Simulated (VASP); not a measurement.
# Ni (P6/mmm) in VASP: notebook

The runs below take Ni through single point, with PBE.

Everything below comes from runs of VASP 6.6.1. Logs are shortened: lines on timing, memory, paths and dates and some standing lists are left out, and cuts for length are marked.

### 1 The cell of the first run

Symmetry: P6/mmm, No. 191, hexagonal system. The conventional cell has a = 3.991 Å, b = 3.991 Å, c = 2.419 Å, α = 90.00°, β = 90.00°, γ = 120.00°. Within 3.2 Å of Ni (site symmetry 6/mmm) lie 14 Ni at 2.42 to 2.60 Å. Ni (site symmetry -6m2) has 11 Ni at 2.30 to 2.60 Å within 3.0 Å.

This isn't the form of Ni at room conditions, which is fcc.

### 2 Single point, PBE, collinear spin, ferromagnetic start (11.12 Å³/atom)

INCAR

```
PREC = Accurate
ENCUT = 600
EDIFF = 1E-6
ISMEAR = -1
SIGMA = 0.05
LREAL = False
LASPH = True
NELM = 200
ALGO = Normal
ISIF = 2
LWAVE = False
LCHARG = False
ISPIN = 2
MAGMOM = 0.65 0.694 0.694
LORBIT = 11
LMAXMIX = 4
GGA = PE
NBANDS = 26
GGA_COMPAT = False
```

KPOINTS

```
regular mesh
0
Gamma
  10 10 15
```

POSCAR

```
Ni
1.0
    3.9909528692      0.0000000000      0.0000000000
   -1.9954764346      3.4562665700      0.0000000000
    0.0000000000      0.0000000000      2.4185217463
Ni
3
Direct
    0.0000000000      0.0000000000      0.0000000000
    0.3333333333      0.6666666667      0.5000000000
    0.6666666667      0.3333333333      0.5000000000
```

Potentials or basis: VASP PAW PBE potentials, release 64 (Ni).

Started as:

```sh
cat potpaw_PBE.64/Ni/POTCAR > POTCAR
mpirun -np 1 vasp_std > vasp.out
```

OUTCAR:

```text
PREC = Accurate
   ENCUT = 600
   EDIFF = 1E-6
   ISMEAR = -1
   LREAL = False
   LASPH = True
   NELM = 200
   ISIF = 2
   ISPIN = 2
   LORBIT = 11
   GGA = PE

 ion  position               nearest neighbor table
   1  0.000  0.000  0.000-   2 2.60   3 2.60   2 2.60   3 2.60   2 2.60   2 2.60   3 2.60   3 2.60
                             3 2.60   3 2.60   2 2.60   2 2.60
   2  0.333  0.667  0.500-   3 2.30   3 2.30   3 2.30   1 2.60   1 2.60   1 2.60   1 2.60   1 2.60
                             1 2.60
   3  0.667  0.333  0.500-   2 2.30   2 2.30   2 2.30   1 2.60   1 2.60   1 2.60   1 2.60   1 2.60
                             1 2.60

  LATTYP: Found a hexagonal cell.
 ALAT       =     3.9909528692
 C/A-ratio  =     0.6060010793

  Lattice vectors:

 A1 = (   3.9909528692,   0.0000000000,   0.0000000000)
 A2 = (  -1.9954764346,   3.4562665700,   0.0000000000)
 A3 = (   0.0000000000,   0.0000000000,   2.4185217463)

Analysis of symmetry for initial positions (statically):
=====================================================================
 Subroutine PRICEL returns:
 Original cell was already a primitive cell.

 Routine SETGRP: Setting up the symmetry group for a
 hexagonal supercell.

 Subroutine GETGRP returns: Found 24 space group operations
 (whereof 24 operations were pure point group operations)
 out of a pool of 24 trial point group operations.

The static configuration has the point symmetry D_6h.

Analysis of symmetry for dynamics (positions and initial velocities):
=====================================================================
 Subroutine PRICEL returns:
 Original cell was already a primitive cell.

 Routine SETGRP: Setting up the symmetry group for a
 hexagonal supercell.

 Subroutine GETGRP returns: Found 24 space group operations
 (whereof 24 operations were pure point group operations)
 out of a pool of 24 trial point group operations.

The dynamic configuration has the point symmetry D_6h.

Analysis of structural, dynamic, and magnetic symmetry:
=====================================================================
 Subroutine PRICEL returns:
 Original cell was already a primitive cell.

 Routine SETGRP: Setting up the symmetry group for a
 hexagonal supercell.

 Subroutine GETGRP returns: Found 24 space group operations
 (whereof 24 operations were pure point group operations)
 out of a pool of 24 trial point group operations.

The overall configuration has the point symmetry D_6h.

 Subroutine INISYM returns: Found 24 space group operations
 (whereof 24 operations are pure point group operations),
 and found     1 'primitive' translations

----------------------------------------------------------------------------------------

                                     Primitive cell

  volume of cell :      33.3606

  direct lattice vectors                    reciprocal lattice vectors
     3.990952869  0.000000000  0.000000000     0.250566727  0.144664768  0.000000000
    -1.995476435  3.456266570  0.000000000     0.000000000  0.289329535  0.000000000
     0.000000000  0.000000000  2.418521746     0.000000000  0.000000000  0.413475712

  length of vectors
     3.990952869  3.990952869  2.418521746     0.289329535  0.289329535  0.413475712

  position of ions in fractional coordinates (direct lattice)
     0.000000000  0.000000000  0.000000000
     0.333333333  0.666666667  0.500000000
     0.666666667  0.333333333  0.500000000

  ion indices of the primitive-cell ions
   primitive index   ion index
                 1           1
                 2           2
                 3           3

----------------------------------------------------------------------------------------

 KPOINTS: regular mesh

Automatic generation of k-mesh.
 Grid dimensions read from file:
 generate k-points for:   10   10   15

 Generating k-lattice:

  Cartesian coordinates                     Fractional coordinates (reciprocal lattice)
     0.025056673  0.014466477  0.000000000     0.100000000  0.000000000  0.000000000
     0.000000000  0.028932954  0.000000000     0.000000000  0.100000000  0.000000000
     0.000000000  0.000000000  0.027565047     0.000000000  0.000000000  0.066666667

  Length of vectors
     0.028932954  0.028932954  0.027565047

  Shift w.r.t. Gamma in fractional coordinates (k-lattice)
     0.000000000  0.000000000  0.000000000

 Subroutine IBZKPT returns following result:
 ===========================================

 Found    112 irreducible k-points:

 Following reciprocal coordinates:
            Coordinates               Weight
  0.000000  0.000000  0.000000      1.000000
  0.100000  0.000000  0.000000      6.000000
  0.200000  0.000000  0.000000      6.000000
  0.300000  0.000000  0.000000      6.000000
  0.400000  0.000000  0.000000      6.000000
  0.500000  0.000000  0.000000      3.000000
[... 16 lines left out ...]
  0.300000  0.100000  0.066667     24.000000
  0.400000  0.100000  0.066667     24.000000
 [... further k-points ...]
   k-points           NKPTS =    112   k-points in BZ     NKDIM =    112   number of bands    NBANDS=     26
   number of dos      NEDOS =    301   number of ions     NIONS =      3
   total plane-waves  NPLWV =  20480
   dimension x,y,z NGX =    32 NGY =   32 NGZ =   20
   dimension x,y,z NGXF=    64 NGYF=   64 NGZF=   40
   ions per type =               3
   NGX,Y,Z   is equivalent  to a cutoff of  13.33, 13.33, 13.75 a.u.
   NGXF,Y,Z  is equivalent  to a cutoff of  26.66, 26.66, 27.50 a.u.
 SYSTEM =  unknown system
   PREC   = accura    normal or accurate (medium, high low for compatibility)
   ISTART =      0    job   : 0-new  1-cont  2-samecut
   ICHARG =      2    charge: 1-file 2-atom 10-const
   ISPIN  =      2    spin polarized calculation?
   LNONCOLLINEAR =      F non collinear calculations
   LSORBIT =      F    spin-orbit coupling
   LASPH  =      T    aspherical Exc in radial PAW
   ENCUT  =  600.0 eV  44.10 Ry    6.64 a.u.   7.97  7.97  4.83*2*pi/ulx,y,z
   NELM   =    200;   NELMIN=  2; NELMDL= -5     # of ELM steps
   EDIFF  = 0.1E-05   stopping-criterion for ELM
   LREAL  =      F    real-space projection
   EDIFFG = 0.1E-04   stopping-criterion for IOM
   NSW    =      0    number of steps for IOM
   IBRION =     -1    ionic relax: 0-MD 1-quasi-New 2-CG
   NFREE  =      0    steps in history (QN), initial steepest desc. (CG)
   ISIF   =      2    stress and relaxation
   ISYM   =      2    0-nonsym 1-usesym 2-fastsym
   POTIM  = 0.5000    time-step for ionic-motion
   TEBEG  =    0.0;   TEEND  =   0.0 temperature during run
   PSTRESS=    0.0 pullay stress
   NELECT =      30.0000    total number of electrons
   NUPDOWN=      -1.0000    fix difference up-down
   EMIN   =  10.00;   EMAX   =-10.00  energy-range for DOS
   EFERMI =   0.00;   METHOD = LEGACY
   ISMEAR =    -1;   SIGMA  =   0.05  broadening in eV -4-tet -1-fermi 0-gaus
   EFERMI_NEDOS =   21; number of points for ismear=-14 and -15
   IALGO  =     38    algorithm
   IMIX   =      4    mixing-type and parameters
     AMIX     =   0.40;   BMIX     =  1.00
     AMIX_MAG =   1.60;   BMIX_MAG =  1.00
  volume/ion in A,a.u.               =      11.12        75.04
  Fermi-wavevector in a.u.,A,eV,Ry     =   1.580171  2.986089 33.972919  2.496939
  Thomas-Fermi vector in A             =   2.680439
   LORBIT       =     11    0 simple, 1 ext, 2 COOP (PROOUT), +10 PAW based schemes
   GGA     = PE    functional components
   LHFCALC =     F    Hartree Fock is set to
   AEXX    =    0.0000 exact exchange contribution
   IVDW    =     0    specifies the selected vdW correction
   LEPSILON=     F    determine dielectric tensor
   LRPA    =     F    only Hartree local field effects (RPA)
 spin polarized calculation
  energy-cutoff  :      600.00
  volume of cell :       33.36
 maximum number of plane-waves:      1126
 NGX is ok and might be reduce to    32
   NGX = 15   NGY = 15   NGZ =  9

 number of electron      30.0000016 magnetization       1.8734777

 Free energy of the ion-electron system (eV)
  ---------------------------------------------------
  ext. energy  EPLUGINS =         0.00000000
  ---------------------------------------------------
  free energy    TOTEN  =       -16.06599423 eV

  energy without entropy =      -16.01398935  energy(sigma->0) =      -16.03999179

 E-fermi :   9.0649     XC(G=0): -13.1163

 val. band max:        9.0629879474   @ k =   0.1000   0.1000   0.3333
 cond. band min:       9.0661723426   @ k =   0.3000   0.3000   0.0000
 fundamental gap:      0.0031843951
 Fermi energy:         9.0648636820

 spin component 1

 k-point     1 :       0.0000    0.0000    0.0000
  band No.  band energies     occupation
      1       0.2196      1.00000
      2       4.9232      1.00000
      3       5.9942      1.00000
      4       5.9942      1.00000
      5       6.0003      1.00000
      6       6.0003      1.00000
[... 18 lines left out ...]
     25      34.9319      0.00000
     26      35.8908      0.00000
[... 644 lines left out ...]
      4       5.8387      1.00000
      5       5.8898      1.00000
      6       6.0500      1.00000
[... 18 lines left out ...]
     25      27.9601      0.00000
     26      28.9215      0.00000

 [... further k-points ...]

 spin component 2

 k-point     1 :       0.0000    0.0000    0.0000
  band No.  band energies     occupation
      1       0.1928      1.00000
      2       5.4680      1.00000
      3       6.4741      1.00000
      4       6.4741      1.00000
      5       6.5171      1.00000
      6       6.5171      1.00000
[... 18 lines left out ...]
     25      34.7929      0.00000
     26      35.7690      0.00000
[... 644 lines left out ...]
      4       6.4920      1.00000
      5       6.5225      1.00000
      6       6.7090      1.00000
[... 18 lines left out ...]
     25      27.9927      0.00000
     26      29.0074      0.00000

 [... further k-points ...]

------------------------ aborting loop because EDIFF is reached ----------------------------------------

  FORCE on cell =-STRESS in cart. coord.  units (eV):
  Direction    XX          YY          ZZ          XY          YZ          ZX
  --------------------------------------------------------------------------------------
  -------------------------------------------------------------------------------------
  Total       -0.0540282     -0.0540282     -0.0422983      0.0000000      0.0000000      0.0000000
  in kB       -2.5947601     -2.5947601     -2.0314201      0.0000000      0.0000000      0.0000000
  external PRESSURE =      -2.4069801 kB  Pullay stress =       0.0000000 kB

 VOLUME and BASIS-vectors are now :
 -----------------------------------------------------------------------------
  energy-cutoff  :      600.00
  volume of cell :       33.36
      direct lattice vectors                 reciprocal lattice vectors
     3.990952869  0.000000000  0.000000000     0.250566727  0.144664768  0.000000000
    -1.995476435  3.456266570  0.000000000     0.000000000  0.289329535  0.000000000
     0.000000000  0.000000000  2.418521746     0.000000000  0.000000000  0.413475712

 POSITION                                       TOTAL-FORCE (eV/Angst)
 -----------------------------------------------------------------------------------
      0.00000      0.00000      0.00000        -0.000000      0.000000      0.000000
     -0.00000      2.30418      1.20926        -0.000000      0.000000      0.000000
      1.99548      1.15209      1.20926         0.000000      0.000000      0.000000
 -----------------------------------------------------------------------------------
    total drift:                               -0.000000      0.000000     -0.000000

  FREE ENERGIE OF THE ION-ELECTRON SYSTEM (eV)
  ---------------------------------------------------
  free  energy   TOTEN  =       -16.0659942284 eV

  energy  without entropy=      -16.0139893468  energy(sigma->0) =      -16.03999179

 total charge

# of ion       s       p       d       tot
------------------------------------------
    1        0.470   0.461   8.302   9.233
    2        0.504   0.486   8.331   9.321
    3        0.504   0.486   8.331   9.321
--------------------------------------------------
tot          1.477   1.434  24.964  27.875

 magnetization (x)

# of ion       s       p       d       tot
------------------------------------------
    1       -0.003  -0.023   0.635   0.609
    2       -0.006  -0.022   0.677   0.650
    3       -0.006  -0.022   0.677   0.650
--------------------------------------------------
tot         -0.015  -0.067   1.990   1.908
```

Wall time 3 min (1 thread of Intel Xeon Platinum 8124M at 3.00GHz (Skylake/Cascade Lake), shared host); peak memory 0.28 GiB.

Results:

```yaml
Free_energy: -16.0660 eV
Pressure: -0.2 GPa
Net_moment: 1.87 μB per cell
Site_moments: Ni +0.61, +0.65 (each value once) μB
Valence_electrons_inside_the_program's_atomic_spheres: Ni 9.23, 9.32 (each value once)
```

Levels at points of the mesh, in eV from the Fermi level:
Spin up:
```tsv
k point	band 14	band 15	band 16	band 17	band 18	band 19
(0.00, 0.00, 0.00)	-1.48	-0.44	-0.44	5.99	5.99	6.02
(0.50, 0.00, 0.00)	-0.73	-0.68	-0.67	-0.48	0.14	6.10
```
Spin down:
```tsv
k point	band 12	band 13	band 14	band 15	band 16	band 17
(0.00, 0.00, 0.00)	-0.87	-0.82	-0.82	0.26	0.26	6.25
(0.50, 0.00, 0.00)	-0.26	-0.05	-0.02	-0.02	0.09	0.09
```

(Part 1 of 2 ends here.)
